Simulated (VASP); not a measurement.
# Cr (I4/mmm) in VASP: further runs

The runs below take Cr through single point, with PBEsol.

Program: VASP 6.6.1. These are calculated values, not measurements. Logs are shortened: lines on timing, memory, paths and dates and some standing lists are left out, and cuts for length are marked.

### Step 1. The cell of the first run

Symmetry: I4/mmm, No. 139, tetragonal system. The conventional cell has a = 2.884 Å, b = 2.884 Å, c = 3.136 Å, α = 90.00°, β = 90.00°, γ = 90.00°. Cr (site symmetry 4/mmm) has 14 Cr at 2.57 to 3.14 Å within 3.4 Å.

### Step 2. Single point, PBEsol (strain +0.0875 x Voigt [1, 0, 0, 0, 0, 0])

Contents of INCAR:

```
SYSTEM = Cr
  PREC = Accurate
  ENCUT = 520
  EDIFF = 1E-6
  ISMEAR = 0
  SIGMA = 0.15
  LREAL = .False.
  LASPH = .True.
  NELM = 80
  ALGO = Fast
  ISIF = 2
  LWAVE = .False.
  LCHARG = .False.
  GGA = PS
  NBANDS = 12
```

Contents of KPOINTS:

```
Automatic mesh
0
Gamma
  24 24 24
  0 0 0
```

Contents of POSCAR:

```
Cr
1.0
   -1.5681206250      1.4419500000      1.4419500000
    1.5681206250     -1.4419500000      1.4419500000
    1.5681206250      1.4419500000     -1.4419500000
Cr
1
Direct
    0.0000000000      0.0000000000      0.0000000000
```

Potentials or basis: VASP PAW PBE potentials, release 64 (Cr_pv).

Command:

```console
> cat potpaw_PBE.64/Cr_pv/POTCAR > POTCAR
> mpirun -np 1 vasp_std > vasp.out
```

OUTCAR:

```text
SYSTEM = Cr
   PREC = Accurate
   ENCUT = 520
   EDIFF = 1E-6
   ISMEAR = 0
   LREAL = .False.
   LASPH = .True.
   NELM = 80
   ISIF = 2
   GGA = PS

 ion  position               nearest neighbor table
   1  0.000  0.000  0.000-

  LATTYP: Found a body centered tetragonal cell.
 ALAT       =     2.8839000000
 C/A-ratio  =     1.0875000000

  Lattice vectors:

 A1 = (  -1.5681206250,   1.4419500000,  -1.4419500000)
 A2 = (  -1.5681206250,  -1.4419500000,   1.4419500000)
 A3 = (   1.5681206250,   1.4419500000,   1.4419500000)

Analysis of symmetry for initial positions (statically):
=====================================================================
 Subroutine PRICEL returns:
 Original cell was already a primitive cell.

 Routine SETGRP: Setting up the symmetry group for a
 body centered tetragonal supercell.

 Subroutine GETGRP returns: Found 16 space group operations
 (whereof 16 operations were pure point group operations)
 out of a pool of 16 trial point group operations.

The static configuration has the point symmetry D_4h.

Analysis of symmetry for dynamics (positions and initial velocities):
=====================================================================
 Subroutine PRICEL returns:
 Original cell was already a primitive cell.

 Routine SETGRP: Setting up the symmetry group for a
 body centered tetragonal supercell.

 Subroutine GETGRP returns: Found 16 space group operations
 (whereof 16 operations were pure point group operations)
 out of a pool of 16 trial point group operations.

The dynamic configuration has the point symmetry D_4h.

 Subroutine INISYM returns: Found 16 space group operations
 (whereof 16 operations are pure point group operations),
 and found     1 'primitive' translations

----------------------------------------------------------------------------------------

                                     Primitive cell

  volume of cell :      13.0419

  direct lattice vectors                    reciprocal lattice vectors
    -1.568120625  1.441950000  1.441950000     0.000000000  0.346752661  0.346752661
     1.568120625 -1.441950000  1.441950000     0.318853022  0.000000000  0.346752661
     1.568120625  1.441950000 -1.441950000     0.318853022  0.346752661  0.000000000

  length of vectors
     2.572438901  2.572438901  2.572438901     0.490382316  0.471067572  0.471067572

  position of ions in fractional coordinates (direct lattice)
     0.000000000  0.000000000  0.000000000

  ion indices of the primitive-cell ions
   primitive index   ion index
                 1           1

----------------------------------------------------------------------------------------

 KPOINTS: Automatic mesh

Automatic generation of k-mesh.
 Grid dimensions read from file:
 generate k-points for:   24   24   24

 Generating k-lattice:

  Cartesian coordinates                     Fractional coordinates (reciprocal lattice)
     0.000000000  0.014448028  0.014448028     0.041666667  0.000000000  0.000000000
     0.013285543  0.000000000  0.014448028     0.000000000  0.041666667 -0.000000000
     0.013285543  0.014448028  0.000000000     0.000000000 -0.000000000  0.041666667

  Length of vectors
     0.020432597  0.019627816  0.019627816

  Shift w.r.t. Gamma in fractional coordinates (k-lattice)
     0.000000000  0.000000000  0.000000000

 Subroutine IBZKPT returns following result:
 ===========================================

 Found   1063 irreducible k-points:

 Following reciprocal coordinates:
            Coordinates               Weight
  0.000000  0.000000  0.000000      1.000000
  0.041667  0.000000  0.000000      4.000000
  0.083333  0.000000  0.000000      4.000000
  0.125000  0.000000  0.000000      4.000000
  0.166667  0.000000  0.000000      4.000000
  0.208333  0.000000  0.000000      4.000000
[... 16 lines left out ...]
  0.375000  0.041667  0.000000     16.000000
  0.416667  0.041667  0.000000     16.000000
 [... further k-points ...]
   k-points           NKPTS =   1063   k-points in BZ     NKDIM =   1063   number of bands    NBANDS=     12
   number of dos      NEDOS =    301   number of ions     NIONS =      1
   total plane-waves  NPLWV =   8000
   dimension x,y,z NGX =    20 NGY =   20 NGZ =   20
   dimension x,y,z NGXF=    40 NGYF=   40 NGZF=   40
   ions per type =               1
   NGX,Y,Z   is equivalent  to a cutoff of  12.93, 12.93, 12.93 a.u.
   NGXF,Y,Z  is equivalent  to a cutoff of  25.85, 25.85, 25.85 a.u.
 SYSTEM =  Cr
   PREC   = accura    normal or accurate (medium, high low for compatibility)
   ISTART =      0    job   : 0-new  1-cont  2-samecut
   ICHARG =      2    charge: 1-file 2-atom 10-const
   ISPIN  =      1    spin polarized calculation?
   LNONCOLLINEAR =      F non collinear calculations
   LSORBIT =      F    spin-orbit coupling
   LASPH  =      T    aspherical Exc in radial PAW
   ENCUT  =  520.0 eV  38.22 Ry    6.18 a.u.   4.78  4.78  4.78*2*pi/ulx,y,z
   NELM   =     80;   NELMIN=  2; NELMDL= -5     # of ELM steps
   EDIFF  = 0.1E-05   stopping-criterion for ELM
   LREAL  =      F    real-space projection
   EDIFFG = 0.1E-04   stopping-criterion for IOM
   NSW    =      0    number of steps for IOM
   IBRION =     -1    ionic relax: 0-MD 1-quasi-New 2-CG
   NFREE  =      0    steps in history (QN), initial steepest desc. (CG)
   ISIF   =      2    stress and relaxation
   ISYM   =      2    0-nonsym 1-usesym 2-fastsym
   POTIM  = 0.5000    time-step for ionic-motion
   TEBEG  =    0.0;   TEEND  =   0.0 temperature during run
   PSTRESS=    0.0 pullay stress
   NELECT =      12.0000    total number of electrons
   NUPDOWN=      -1.0000    fix difference up-down
   EMIN   =  10.00;   EMAX   =-10.00  energy-range for DOS
   EFERMI =   0.00;   METHOD = LEGACY
   ISMEAR =     0;   SIGMA  =   0.15  broadening in eV -4-tet -1-fermi 0-gaus
   EFERMI_NEDOS =   21; number of points for ismear=-14 and -15
   IALGO  =     68    algorithm
   IMIX   =      4    mixing-type and parameters
     AMIX     =   0.40;   BMIX     =  1.00
     AMIX_MAG =   1.60;   BMIX_MAG =  1.00
  volume/ion in A,a.u.               =      13.04        88.01
  Fermi-wavevector in a.u.,A,eV,Ry     =   1.592289  3.008990 34.496007  2.535385
  Thomas-Fermi vector in A             =   2.690697
   LORBIT       =      0    0 simple, 1 ext, 2 COOP (PROOUT), +10 PAW based schemes
   GGA     = PS    functional components
   LHFCALC =     F    Hartree Fock is set to
   AEXX    =    0.0000 exact exchange contribution
   IVDW    =     0    specifies the selected vdW correction
   LEPSILON=     F    determine dielectric tensor
   LRPA    =     F    only Hartree local field effects (RPA)
 non-spin polarized calculation
 RMM-DIIS sequential band-by-band and
 Gauss-broadening in eV      SIGMA  =   0.15
  energy-cutoff  :      520.00
  volume of cell :       13.04
 maximum number of plane-waves:       366
   NGX =  9   NGY =  9   NGZ =  9

 number of electron      11.9999991 magnetization

 Free energy of the ion-electron system (eV)
  ---------------------------------------------------
  ext. energy  EPLUGINS =         0.00000000
  ---------------------------------------------------
  free energy    TOTEN  =        -9.98096209 eV

  energy without entropy =       -9.97102070  energy(sigma->0) =       -9.97599140

 E-fermi :   9.1841     XC(G=0): -13.1343

 val. band max:        9.1831899374   @ k =  -0.1250   0.1667   0.0417
 cond. band min:       9.1906995295   @ k =  -0.2917   0.2917   0.1667
 fundamental gap:      0.0075095920
 Fermi energy:         9.1841386418

 k-point     1 :       0.0000    0.0000    0.0000
  band No.  band energies     occupation
      1     -33.5510      2.00000
      2     -33.5259      2.00000
      3     -33.5259      2.00000
      4       1.7655      2.00000
      5       8.2819      2.00000
      6       8.2819      2.00000
      7       8.8232      1.99933
      8       9.8176      0.00000
      9      10.3694      0.00000
     10      16.2257      0.00000
     11      29.5054      0.00000
     12      31.1201      0.00000

 k-point     2 :       0.0417    0.0000    0.0000
  band No.  band energies     occupation
      1     -33.5549      2.00000
      2     -33.5368      2.00000
      3     -33.5264      2.00000
      4       1.8385      2.00000
      5       8.2510      2.00000
      6       8.3275      2.00000
      7       8.8132      1.99953
      8       9.8270      0.00000
      9      10.3439      0.00000
     10      16.2257      0.00000
     11      29.5405      0.00000
     12      30.8802      0.00000

 k-point     3 :       0.0833    0.0000    0.0000
  band No.  band energies     occupation
      1     -33.5688      2.00000
      2     -33.5664      2.00000
      3     -33.5282      2.00000
      4       2.0547      2.00000
      5       8.1614      2.00000
      6       8.4627      2.00000
      7       8.7774      1.99987
      8       9.8553      0.00000
      9      10.2791      0.00000
     10      16.2256      0.00000
     11      29.6403      0.00000
     12      30.2382      0.00000
[... 286 lines left out ...]
 k-point    23 :       0.3750    0.0417    0.0000
  band No.  band energies     occupation
      1     -34.0782      2.00000
      2     -33.7563      2.00000
      3     -33.5609      2.00000
      4       5.2906      2.00000
      5       6.8518      2.00000
      6       9.2388      0.60603
      7      10.4415      0.00000
      8      10.5845      0.00000
      9      11.3107      0.00000
     10      16.2237      0.00000
     11      20.1319      0.00000
     12      25.0770      0.00000

 k-point    24 :       0.4167    0.0417    0.0000
  band No.  band energies     occupation
      1     -34.1160      2.00000
      2     -33.7714      2.00000
      3     -33.5633      2.00000
      4       5.3257      2.00000
      5       6.7598      2.00000
      6       9.7623      0.00000
      7      10.4915      0.00000
      8      10.7157      0.00000
      9      11.6287      0.00000
     10      16.2224      0.00000
     11      19.0205      0.00000
     12      24.7033      0.00000

 [... further k-points ...]

------------------------ aborting loop because EDIFF is reached ----------------------------------------

  FORCE on cell =-STRESS in cart. coord.  units (eV):
  Direction    XX          YY          ZZ          XY          YZ          ZX
  --------------------------------------------------------------------------------------
  -------------------------------------------------------------------------------------
  Total       -3.5743398     -2.0015703     -2.0015703      0.0000000      0.0000000      0.0000000
  in kB     -439.1031612   -245.8904006   -245.8904006      0.0000000      0.0000000      0.0000000
  external PRESSURE =    -310.2946542 kB  Pullay stress =       0.0000000 kB

 VOLUME and BASIS-vectors are now :
 -----------------------------------------------------------------------------
  energy-cutoff  :      520.00
  volume of cell :       13.04
      direct lattice vectors                 reciprocal lattice vectors
    -1.568120625  1.441950000  1.441950000     0.000000000  0.346752661  0.346752661
     1.568120625 -1.441950000  1.441950000     0.318853022  0.000000000  0.346752661
     1.568120625  1.441950000 -1.441950000     0.318853022  0.346752661  0.000000000

 POSITION                                       TOTAL-FORCE (eV/Angst)
 -----------------------------------------------------------------------------------
      0.00000      0.00000      0.00000         0.000000      0.000000      0.000000
 -----------------------------------------------------------------------------------
    total drift:                                0.000000     -0.000000      0.000000

  FREE ENERGIE OF THE ION-ELECTRON SYSTEM (eV)
  ---------------------------------------------------
  free  energy   TOTEN  =        -9.9809620894 eV

  energy  without entropy=       -9.9710207046  energy(sigma->0) =       -9.97599140
```

Wall time 63 s (1 thread of Intel Xeon 6975P-C (Granite Rapids), shared host); peak memory 0.26 GiB.

What came out:

```yaml
Free_energy: -9.9810 eV
Pressure: -31.0 GPa
Band_gap_on_the_k_mesh: zero (band 6 reaches 11.18 eV, above the bottom of band 7 at 8.64 eV)
```

Stress tensor (GPa, compression positive):
```
-43.91   0.00   0.00
  0.00 -24.59   0.00
  0.00   0.00 -24.59
```

Caveat: the cell differs from its parent crystal (strain +0.0875 x Voigt [1, 0, 0, 0, 0, 0]); the PAW data sets were made with another functional, which shifts forces and pressure a little; the run has no spin polarisation, though such a crystal can be magnetic.

### Step 3. Single point, PBEsol (strain +0.1000 x Voigt [1, 0, 0, 0, 0, 0])

Contents of INCAR:

```
SYSTEM = Cr
ALGO = Fast
EDIFF = 1E-7
ENCUT = 520
GGA = PS
ISIF = 2
ISMEAR = 0
LASPH = .True.
LCHARG = .False.
LREAL = .False.
LWAVE = .False.
NBANDS = 12
NELM = 100
PREC = Accurate
SIGMA = 0.15
```

Contents of KPOINTS:

```
k-points
0
Gamma
  24 24 24
  0 0 0
```

Contents of POSCAR:

```
Cr
1.0
   -1.5861450000      1.4419500000      1.4419500000
    1.5861450000     -1.4419500000      1.4419500000
    1.5861450000      1.4419500000     -1.4419500000
Cr
1
Direct
    0.0000000000      0.0000000000      0.0000000000
```

Potentials or basis: VASP PAW PBE potentials, release 64 (Cr_pv).

Command:

```console
> cat potpaw_PBE.64/Cr_pv/POTCAR > POTCAR
> mpirun -np 1 vasp_std > vasp.out
```

Run time: 70 s. Hardware: 1 thread of Intel Xeon 6975P-C (Granite Rapids), shared host; peak memory 0.26 GiB.

Results (log left out):

| Quantity | Value |
| --- | --- |
| Free energy | -9.9389 eV |
| Pressure | -32.3 GPa |
| Band gap on the k mesh | zero (band 6 reaches 11.00 eV, above the bottom of band 7 at 8.48 eV) |

Stress tensor (GPa, compression positive):
```
-46.11   0.00   0.00
  0.00 -25.41   0.00
  0.00   0.00 -25.41
```

Levels at points of the mesh, in eV from the Fermi level:
```csv
k point,band 2,band 3,band 4,band 5,band 6,band 7,band 8,band 9,band 10,band 11
"(0.00, 0.00, 0.00)",-42.72,-42.72,-7.37,-0.90,-0.90,-0.30,0.58,1.19,7.04,20.12
"(0.50, 0.00, 0.00)",-42.97,-42.76,-3.84,-2.50,1.35,1.38,1.45,2.42,7.04,9.06
"(0.00, 0.50, 0.00)",-42.89,-42.73,-3.81,-1.74,0.48,0.63,1.33,2.30,7.04,8.19
"(0.50, 0.50, 0.50)",-43.09,-43.09,-3.70,-3.45,1.96,2.11,2.11,7.04,7.39,10.57
```

Caveat: the cell differs from its parent crystal (strain +0.1000 x Voigt [1, 0, 0, 0, 0, 0]); the PAW data sets were made with another functional, which shifts forces and pressure a little; the run has no spin polarisation, though such a crystal can be magnetic.

### Step 4. Single point, PBEsol (strain -0.1000 x Voigt [1, 0, 0, 0, 0, 0])

Contents of INCAR:

```
SYSTEM = Cr
ALGO = Fast
EDIFF = 1E-6
ENCUT = 520
GGA = PS
ISIF = 2
ISMEAR = 0
LASPH = .True.
LCHARG = .True.
LELF = .True.
LREAL = .False.
LVHAR = .True.
LWAVE = .False.
NBANDS = 12
NELM = 80
PREC = Accurate
SIGMA = 0.15
```

KPOINTS is that of step 3.

Contents of POSCAR:

```
Cr
1.0
   -1.2977550000      1.4419500000      1.4419500000
    1.2977550000     -1.4419500000      1.4419500000
    1.2977550000      1.4419500000     -1.4419500000
Cr
1
Direct
    0.0000000000      0.0000000000      0.0000000000
```

Command:

```console
> cat potpaw_PBE.64/Cr_pv/POTCAR > POTCAR
> mpirun -np 1 vasp_std > vasp.out
```

Wall time 60 s (1 thread of Intel Xeon 6975P-C (Granite Rapids), shared host); peak memory 0.23 GiB.

It converged, with:

```
Free energy            : -10.1355 eV
Pressure               : 11.3 GPa
Band gap on the k mesh : zero (band 6 reaches 14.50 eV, above the bottom of band 7 at 10.89 eV)
```

Stress tensor (GPa, compression positive):
```
38.71  0.00  0.00
 0.00 -2.37  0.00
 0.00  0.00 -2.37
```

Levels at points of the mesh, in eV from the Fermi level:
```tsv
k point	band 3	band 4	band 5	band 6	band 7	band 8	band 9	band 10
(0.00, 0.00, 0.00)	-42.40	-8.12	-1.60	-0.57	-0.57	0.59	1.67	7.16
(0.50, 0.00, 0.00)	-42.45	-4.70	-1.86	0.51	0.63	1.28	3.07	7.16
(0.00, 0.50, 0.00)	-42.52	-4.84	-3.04	1.16	1.71	2.21	3.14	7.16
(0.50, 0.50, 0.50)	-43.02	-4.95	-4.59	2.68	2.68	2.88	7.16	9.90
```

Caveat: the cell differs from its parent crystal (strain -0.1000 x Voigt [1, 0, 0, 0, 0, 0]); the PAW data sets were made with another functional, which shifts forces and pressure a little; the run has no spin polarisation, though such a crystal can be magnetic. Spin polarisation is off, so any magnetic state and its effect on volume and gap are missing.

### Step 5. Overview

```tsv
cell	further INCAR settings	gap on the mesh (eV)	pressure (GPa)
a = 2.572 Å, angles 104.9, 111.8, 111.8°, 1 atom	ALGO = Fast; EDIFF = 1e-06; NBANDS = 12	none	-31.0
a = 2.583 Å, angles 104.2, 112.1, 112.1°, 1 atom	ALGO = Fast; EDIFF = 1e-07; NBANDS = 12	none	-32.3
a = 2.417 Å, angles 115.1, 106.8, 106.8°, 1 atom	ALGO = Fast; EDIFF = 1e-06; NBANDS = 12	none	11.3
```

Alike in all rows: task single point; level PBEsol; potentials or basis VASP PAW PBE potentials, release 64 (Cr_pv); no spin polarisation; k mesh 24 × 24 × 24; cutoff (eV) 520; smearing gaussian 0.15 eV.

Caveats: the PAW data sets were made with another functional, which shifts forces and pressure a little; the run has no spin polarisation, though such a crystal can be magnetic.

Absolute energies hang on the potentials; compare differences alone.
